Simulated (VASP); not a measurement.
Input of a VASP 6.6.1 run:

File INCAR:

```
  PREC = Accurate
  ENCUT = 520
  EDIFF = 1E-6
  ISMEAR = 0
  SIGMA = 0.05
  LREAL = False
  LASPH = True
  NELM = 60
  ALGO = Normal
  ISIF = 2
  LWAVE = False
  LCHARG = False
  GGA = PE
  IVDW = 12
  NBANDS = 22
```

Contents of KPOINTS:

```
regular mesh
0
Gamma
  6 8 4
```

Contents of POSCAR:

```
NaI
1.0
    4.7722534545      0.0000000000     -0.4772253455
    0.0000000000      4.1018944388      0.0000000000
   -0.6773778383      0.0000000000      6.7737783826
Na I
2 2
Direct
    0.2500000000      0.5000000000      0.2499880837
    0.7500000000      0.5000000000      0.7500119163
    0.2500000000      0.0000000000      0.7499134626
    0.7500000000      0.0000000000      0.2500865374
```

Potentials or basis: VASP PAW PBE potentials, release 64 (Na_pv, I).

The run is started by

```bash
$ cat potpaw_PBE.64/Na_pv/POTCAR potpaw_PBE.64/I/POTCAR > POTCAR
$ mpirun -np 1 vasp_std > vasp.out
```

**Question.** Estimate the dispersion energy per atom.

**Answer.** -0.261 eV.

**Question.** What does it give for the band gap on the k mesh?

**Answer.** 1.68 eV.

**Question.** Estimate the pressure.

**Answer.** 0.6 GPa.

Forces on the atoms (eV/Å):
```
Na   0.000  0.000  0.000
Na   0.000  0.000  0.000
I    0.001  0.000  0.002
I   -0.001  0.000 -0.002
```

Caveat: the cell differs from its parent crystal (engineering shear strain xz -0.2000, normal strain along z +0.0000); spin-orbit coupling is left out, which moves the levels of the heavy elements. A k mesh can miss the band edges.
